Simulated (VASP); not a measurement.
A run of VASP 6.6.1:

The input INCAR:

```
SYSTEM = V2N3
PREC = Accurate ; ENCUT = 520
EDIFF = 1E-6 ; ISMEAR = 0
SIGMA = 0.15 ; LREAL = .False.
LASPH = .True. ; NELM = 80
ALGO = Normal ; ISIF = 2
LWAVE = .False. ; LCHARG = .True.
GGA = PS ; LELF = .True.
LVHAR = .True. ; NBANDS = 28
```

The input KPOINTS:

```
Automatic mesh
0
Gamma
  18 18 8
  0 0 0
```

The input POSCAR:

```
V2N3
1.0
    2.9257258109      0.0000000000      0.0000000000
   -1.4628629055      2.5337528768      0.0000000000
    0.0000000000      0.0000000000      6.1963538749
V N
2 3
Direct
    0.6666666667      0.3333333333      0.3021155180
    0.3333333333      0.6666666667      0.6978844820
    0.0000000000      0.0000000000      0.5000000000
    0.0000000000      0.0000000000      0.1074399115
    0.0000000000      0.0000000000      0.8925600885
```

Potentials or basis: VASP PAW PBE potentials, release 64 (V_sv, N).

Launch:

```sh
$ cat potpaw_PBE.64/V_sv/POTCAR potpaw_PBE.64/N/POTCAR > POTCAR
$ mpirun -np 1 vasp_std > vasp.out
```

Hardware: 1 thread of Intel Xeon 6975P-C (shared host).

Estimate the wall time of this run.

It took 4.3 min on 1 thread of Intel Xeon 6975P-C, with other jobs on the host, peak memory 0.39 GiB. Counts: scf iterations 15, k points 266.
